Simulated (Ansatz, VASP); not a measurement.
## Two plane-wave programs on Zn4O

File INCAR:

```
SYSTEM = Zn4O
PREC = Accurate
ENCUT = 520
EDIFF = 1E-6
ISMEAR = 0
SIGMA = 0.2
LREAL = .FALSE.
LASPH = .TRUE.
NELM = 60
ALGO = Normal
ISIF = 2
LWAVE = .FALSE.
LCHARG = .TRUE.
GGA = PE
LELF = .TRUE.
LVHAR = .TRUE.
NBANDS = 65
```

The input KPOINTS:

```
Automatic mesh
0
G
  8 4 4
  0 0 0
```

POSCAR

```
Zn4O
1.0
    1.5198509396     -2.6324590472      0.0000000000
   -4.5595528187     -2.6324590472      0.0000000000
    0.0000000000      0.0000000000     -9.0370511697
Zn O
8 2
Direct
    1.0000000000      0.6666666667      0.9812107127
    0.5000000000      0.1666666667      0.9812107127
    0.5000000000      0.5000000000      0.3000447593
    1.0000000000      0.0000000000      0.3000447593
    0.5000000000      0.8333333333      0.5366038764
    1.0000000000      0.3333333333      0.5366038764
    0.5000000000      0.5000000000      0.7636897596
    0.0000000000      1.0000000000      0.7636897596
    1.0000000000      0.6666666667      0.1939322319
    0.5000000000      0.1666666667      0.1939322319
```

Input for Ansatz:

```yaml
crystal:
  lattice:
    - [1.5198509396, -2.6324590472, 0.0]
    - [-4.5595528187, -2.6324590472, 0.0]
    - [0.0, 0.0, -9.0370511697]
  atoms:
    - { symbol: Zn, position: [1.0, 0.6666666667, 0.9812107127] }
    - { symbol: Zn, position: [0.5, 0.1666666667, 0.9812107127] }
    - { symbol: Zn, position: [0.5, 0.5, 0.3000447593] }
    - { symbol: Zn, position: [1.0, 0.0, 0.3000447593] }
    - { symbol: Zn, position: [0.5, 0.8333333333, 0.5366038764] }
    - { symbol: Zn, position: [1.0, 0.3333333333, 0.5366038764] }
    - { symbol: Zn, position: [0.5, 0.5, 0.7636897596] }
    - { symbol: Zn, position: [0.0, 1.0, 0.7636897596] }
    - { symbol: O, position: [1.0, 0.6666666667, 0.1939322319] }
    - { symbol: O, position: [0.5, 0.1666666667, 0.1939322319] }
basis:
  ecutwfc: 420
kpoints:
  mp_grid: { grid: [8, 4, 4] }
hamiltonian:
  xc: pbe
scf:
  occupations: { method: gaussian, width: 0.2 }
  lower_state_search: "off"
output:
  forces: true
  stress: true
  eigenvalues: true
```

Alike in both runs: task single point; functional PBE; k mesh 8 × 4 × 4; occupations gaussian, width 0.2 eV; no spin polarisation.

|  | VASP | Ansatz |
| --- | --- | --- |
| version | VASP 6.6.1 | Ansatz 0.2.0 |
| potentials or method | VASP PAW PBE potentials, release 64 (Zn, O), cutoff 520 eV | scalar-relativistic, plane waves, PAW |
| valence electrons in the cell | 108 | 108 |

|  | VASP | Ansatz | Ansatz less VASP |
| --- | --- | --- | --- |
| gap on the k mesh at the Fermi level (eV) | none | none | - |
| pressure (GPa) | 0.6 | 0.0 | -0.57 |
| traceless stress, the component that is largest in VASP (GPa) | -0.48 | -0.39 | +0.088 |
| rms of the force components (eV/Å) | 0.036 | 0.028 | -0.0078 |

Atom by atom the forces differ by 0.024 eV/Å (rms over components). A gap of «none» marks a metal or a gap that the smearing closes.
